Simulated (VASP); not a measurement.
Runs of VASP 6.6.1 on Rh. Symmetry: Fm-3m, No. 225, cubic system. Conventional cell: a = 3.796 Å, b = 3.796 Å, c = 3.796 Å, α = 90.00°, β = 90.00°, γ = 90.00°. Rh (site symmetry m-3m) has 12 Rh at 2.68 Å within 3.5 Å. 

```tsv
k mesh	gap on the mesh (eV)	pressure (GPa)
5 × 5 × 5	none	10.2
8 × 8 × 8	none	(a)
6 × 6 × 6	none	(b)
9 × 9 × 9	none	7.5
4 × 4 × 4	none	0.4
```

Alike in all rows: task single point; level PBE; potentials or basis VASP PAW PBE potentials, release 64 (Rh_pv); no spin polarisation; cell as given; cutoff (eV) 500; smearing methfessel-paxton 0.01 eV.

**Question.** Estimate the missing entries.

**Answer.** (a) 8.3; (b) 9.0.

Caveats: some runs use coarse meshes.

A k mesh can miss the band edges, and the runs leave out spin-orbit coupling on Rh.

A gap of «none» marks levels without a gap at the run's occupations.
